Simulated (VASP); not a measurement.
The system is Hf2WS2.

```
Hf W S
1.0
     4.24091    0.00000    0.00000
     0.00000    4.24091    0.00000
     0.00000    0.00000    6.04391
Hf W S
2 1 2
Direct
  0.50000 0.50000 0.50000
  0.00000 0.00000 0.50000
  0.50000 0.50000 0.00000
  0.00000 0.50000 0.81273
  0.50000 0.00000 0.18727
```

The cell was built from a structure type or drawn by symmetry, and may not be a known phase.

| Property | Result |
| --- | --- |
| Program | VASP 6.6.1 |
| Task | relaxation of cell and atoms |
| Functional | PBE |
| Potentials or basis | VASP PAW PBE potentials, release 64 (Hf_pv, W_sv, S) |
| Cutoff | 600 eV |
| k mesh | 4 × 4 × 4 |
| Occupations | gaussian, width 0.1 eV |
| Spin | no spin polarisation |

At the start: pressure -9.4 GPa; volume 21.74 Å³/atom.

Question: How do energy, volume and symmetry change on relaxing?

Answer: Over 9 steps the energy falls by 73.0 meV/atom and the volume is 19.69 Å³/atom (-9.4 %); space group P-4m2 (No. 115, to 0.1 Å) before and after.

The path:
| step | energy change (eV) | largest force (eV/Å) | pressure (GPa) | volume (Å³) |
| --- | --- | --- | --- | --- |
| 1 | 0.0000 | 0.3390 | -9.43 | 108.70 |
| 2 | 0.0533 | 0.9212 | 15.12 | 89.78 |
| 3 | -0.3261 | 0.6316 | 0.08 | 98.94 |
| 4 | -0.3262 | 0.6375 | 0.32 | 98.75 |
| 5 | -0.3578 | 0.2932 | 0.29 | 98.51 |
| 6 | -0.3622 | 0.1047 | 0.33 | 98.38 |
| 7 | -0.3646 | 0.0101 | -0.45 | 98.94 |
| 8 | -0.3646 | 0.0232 | -0.35 | 98.86 |
| 9 | -0.3650 | 0.0026 | 0.18 | 98.43 |

Final structure:
```
Hf W S
1.0
     4.12768    0.00000    0.00000
     0.00000    4.12768    0.00000
     0.00000    0.00000    5.77745
Hf W S
2 1 2
Cartesian
  2.0638 2.0638 2.8887
  0.0000 4.1277 2.8887
  2.0638 2.0638 0.0000
  0.0000 2.0638 4.6343
  2.0638 4.1277 1.1431
```

Caveat: the k points lie up to 0.38 Å⁻¹ apart in the final cell, too coarse for converged energies and pressures of a metal.
